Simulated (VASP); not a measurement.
Wanted: the native input for a VASP 6.6.1 run.

```yaml
Task: single point
Functional: PBE
Potentials_or_basis: VASP PAW PBE potentials, release 64 (Al, V_sv, C)
Cutoff: 520 eV
k_mesh: 6 × 6 × 4
Occupations: gaussian, width 0.1 eV
Spin: no spin polarisation
Dipole_correction: no
Further_INCAR_settings: ALGO = Normal; EDIFF = 1e-06; NBANDS = 24
```

The structure of AlV2C lies in POSCAR:

```
AlV2C
1.0
    2.8867606630      0.0000000000      0.0000000000
   -1.4433803315      2.5000080688      0.0000000000
    0.0000000000      0.0000000000      6.7749684066
Al V C
1 2 1
Direct
    0.0000000000      0.0000000000      0.0000000000
    0.3333333333      0.6666666667      0.3335639995
    0.6666666667      0.3333333333      0.6664360005
    0.0000000000      0.0000000000      0.5000000000
```

The cell was generated, and may not be a known phase.

These files were run (other wordings do the same):

INCAR

```
PREC = Accurate ; ENCUT = 520
EDIFF = 1E-6 ; ISMEAR = 0
SIGMA = 0.1 ; LREAL = False
LASPH = True ; NELM = 80
ALGO = Normal ; ISIF = 2
LWAVE = False ; LCHARG = True
GGA = PE ; LELF = True
LVHAR = True ; NBANDS = 24
```

KPOINTS

```
Automatic mesh
0
Gamma
  6 6 4
```

Potentials or basis: VASP PAW PBE potentials, release 64 (Al, V_sv, C).

Run with:

```sh
$ cat potpaw_PBE.64/Al/POTCAR potpaw_PBE.64/V_sv/POTCAR potpaw_PBE.64/C/POTCAR > POTCAR
$ mpirun -np 1 vasp_std > vasp.out
```

Results of the run:

| Quantity | Value |
| --- | --- |
| Pressure | 0.1 GPa |
| Largest force | 0.024 eV/Å |
| Band gap on the k mesh | zero (an odd number of electrons rules out a gap without spin polarisation) |

Caveat: the k points lie up to 0.42 Å⁻¹ apart, too coarse for converged energies and pressures of a metal.

Wall time 27 s on 1 thread of Intel(R) Xeon(R) Platinum 8259CL CPU @ 2.50GHz (Skylake/Cascade Lake), on a shared host, peak memory 0.18 GiB.
